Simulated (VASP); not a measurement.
Here is a VASP 6.6.1 calculation.

INCAR

```
PREC     = Accurate       # precision mode
ENCUT    = 520            # plane-wave cutoff, eV
EDIFF    = 1E-7           # SCF threshold, eV
ISMEAR   = 0              # smearing method
SIGMA    = 0.02           # smearing width, eV
LREAL    = F              # projectors in reciprocal space
LASPH    = T              # aspherical terms in the spheres
NELM     = 80             # most SCF steps
ALGO     = Normal         # electronic algorithm
ISIF     = 2              # what is computed and relaxed
LWAVE    = F              # write WAVECAR
LCHARG   = F              # write CHGCAR
GGA      = PS             # functional
NBANDS   = 25             # bands
```

The input KPOINTS:

```
Automatic mesh
0
Gamma
  6 6 6
```

POSCAR

```
SiO2
1.0
   -2.4908748720      2.4908748720      3.6677126409
    2.4908748720     -2.4908748720      3.6677126409
    2.4908748720      2.4908748720     -3.6677126409
Si O
2 4
Direct
    0.0000000000      0.0000000000      0.0000000000
    0.7500000000      0.2500000000      0.5000000000
    0.3750000000      0.2214286398      0.3464286398
    0.9714286398      0.6250000000      0.8464286398
    0.7785713602      0.1250000000      0.1535713602
    0.8750000000      0.0285713602      0.6535713602
```

Potentials or basis: VASP PAW PBE potentials, release 64 (Si, O).

Run with:

```sh
$ cat potpaw_PBE.64/Si/POTCAR potpaw_PBE.64/O/POTCAR > POTCAR
$ mpirun -np 1 vasp_std > vasp.out
```

Predict the pressure.

0.5 GPa.

What does it give for the band gap on the k mesh?

5.82 eV.

Forces in eV/Å, atoms in the order of the input:
```
Si   0.000  0.000  0.000
Si   0.000  0.000  0.000
O    0.023  0.000  0.000
O    0.000  0.023  0.000
O    0.000 -0.023  0.000
O   -0.023  0.000  0.000
```

Caveat: the PAW data sets were made with another functional, which shifts forces and pressure a little. A k mesh can miss the band edges.
